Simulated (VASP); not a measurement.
## Ti: single point with r2SCAN

The system is Ti.

```
CELL_PARAMETERS angstrom
4.57356 0.00000 0.00000
-2.28678 3.96082 0.00000
0.00000 0.00000 2.82534
ATOMIC_POSITIONS crystal
Ti 0.00000 0.00000 0.00000
Ti 0.33333 0.66667 0.50000
Ti 0.66667 0.33333 0.50000
```

```yaml
Program: VASP 6.6.1
Task: single point
Functional: r2SCAN
Potentials_or_basis: VASP PAW PBE potentials, release 64 (Ti_sv)
Cutoff: 520 eV
k_mesh: 12 × 12 × 14
Occupations: fermi-dirac, width 0.15 eV
Spin: no spin polarisation
Dipole_correction: no
Further_INCAR_settings: ALGO = Normal; EDIFF = 1e-07; NBANDS = 25
```

The pressure is 0.4 GPa and the band gap on the k mesh is zero (band 18 reaches 8.65 eV, above the bottom of band 19 at 8.44 eV).

Levels at points of the mesh, in eV from the Fermi level:
| k point | band 16 | band 17 | band 18 | band 19 | band 20 | band 21 |
| --- | --- | --- | --- | --- | --- | --- |
| (0.00, 0.00, 0.00) | -0.76 | -0.73 | -0.73 | 0.04 | 0.86 | 1.48 |
| (0.50, 0.00, 0.00) | -0.39 | -0.32 | -0.31 | 0.14 | 0.67 | 0.95 |
| (0.00, 0.00, 0.50) | -1.95 | -1.73 | -1.73 | 1.16 | 1.16 | 1.42 |
| (0.50, 0.00, 0.50) | -1.23 | -0.82 | -0.71 | 0.51 | 0.94 | 0.98 |

It took 9.3 min on 1 thread of Intel Xeon 6975P-C (shared host), peak memory 0.29 GiB.

Caveat: the PAW data sets were made with another functional, which shifts forces and pressure a little.
